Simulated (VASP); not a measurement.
TiMoSe4, 6 atoms in the cell. Symmetry: P6/mmm, No. 191, hexagonal system. The conventional cell has a = 6.347 Å, b = 6.347 Å, c = 4.867 Å, α = 90.00°, β = 90.00°, γ = 120.00°. Ti (site symmetry 6/mmm) has 2 Mo at 2.43 Å within 3.2 Å. Within 3.2 Å of Mo (site symmetry 6/mmm) lie 2 Ti at 2.43 Å. Within 3.2 Å of Se (site symmetry -6m2) lie 2 Se at 2.43 Å. Within 3.2 Å of Se (site symmetry -6m2) lie 2 Se at 2.43 Å. The cell was built from a structure type or drawn by symmetry, and may not be a known phase.

* Program: VASP 6.6.1
* Task: relaxation of cell and atoms
* Functional: PBE
* Potentials or basis: VASP PAW PBE potentials, release 64 (Ti_sv, Mo_sv, Se)
* Cutoff: 600 eV
* k mesh: 2 × 2 × 3
* Occupations: gaussian, width 0.15 eV
* Spin: collinear spin
* Starting moments: [1.0, 1.0, 0.0, 0.0, 0.0, 0.0] μB
* Dipole correction: no
* Further INCAR settings: ALGO = Normal; EDIFF = 1e-06; IBRION = 2; EDIFFG = -0.08; NSW = 36; ISIF = 3

Potentials or basis: VASP PAW PBE potentials, release 64 (Ti_sv, Mo_sv, Se).

Run with:

```bash
$ cat potpaw_PBE.64/Ti_sv/POTCAR potpaw_PBE.64/Mo_sv/POTCAR potpaw_PBE.64/Se/POTCAR > POTCAR
$ mpirun -np 1 vasp_std > vasp.out
```

Hardware: 1 thread of Intel(R) Xeon(R) 6975P-C (Granite Rapids) (shared host).

Question: Estimate the wall time of this run.

Answer: Run time: 12 min on 1 thread of Intel(R) Xeon(R) 6975P-C (Granite Rapids), with other jobs on the host, peak memory 0.46 GiB. Counts: scf iterations 187, k points 4, ion steps 11.
